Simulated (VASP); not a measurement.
TiC3: single point with PBE

The system is TiC3.

```
CELL_PARAMETERS angstrom
4.05930 0.00000 0.00000
0.00000 4.05930 0.00000
0.00000 0.00000 4.05930
ATOMIC_POSITIONS crystal
Ti 0.00000 0.00000 0.00000
Ti 0.50000 0.50000 0.50000
C 0.25000 0.00000 0.50000
C 0.75000 0.00000 0.50000
C 0.00000 0.50000 0.25000
C 0.00000 0.50000 0.75000
C 0.50000 0.75000 0.00000
C 0.50000 0.25000 0.00000
```

- Program: VASP 6.6.1
- Task: single point
- Functional: PBE
- Potentials or basis: VASP PAW PBE potentials, release 64 (Ti_sv, C)
- Cutoff: 520 eV
- k mesh: 10 × 10 × 10
- Occupations: gaussian, width 0.1 eV
- Spin: no spin polarisation
- Dipole correction: no
- Further INCAR settings: ALGO = Normal; EDIFF = 1e-06; NBANDS = 34

```yaml
Pressure: 0.3 GPa
Band_gap_on_the_k_mesh: zero (band 24 reaches 9.86 eV, above the bottom of band 25 at 8.72 eV)
```

Levels at points of the mesh, in eV from the Fermi level:
```
           k point  band 20  band 21  band 22  band 23  band 24  band 25  band 26  band 27  band 28  band 29
(0.00, 0.00, 0.00)    -3.50    -3.25    -3.25    -3.25    -0.22    -0.22    -0.22     1.34     1.34     1.34
(0.50, 0.00, 0.00)    -2.60    -2.11    -2.11    -0.16    -0.16     0.67     0.67     2.33     2.33     2.51
(0.50, 0.50, 0.00)    -2.59    -1.95    -1.95    -0.13     0.71     0.71     0.85     1.63     1.84     1.99
(0.50, 0.50, 0.50)    -1.40     0.04     0.04     0.04     0.04     0.04     0.04     0.81     0.81     0.81
```

Run time: 57 s on 1 thread of Intel(R) Xeon(R) 6975P-C (Granite Rapids), on a shared host, peak memory 0.23 GiB.
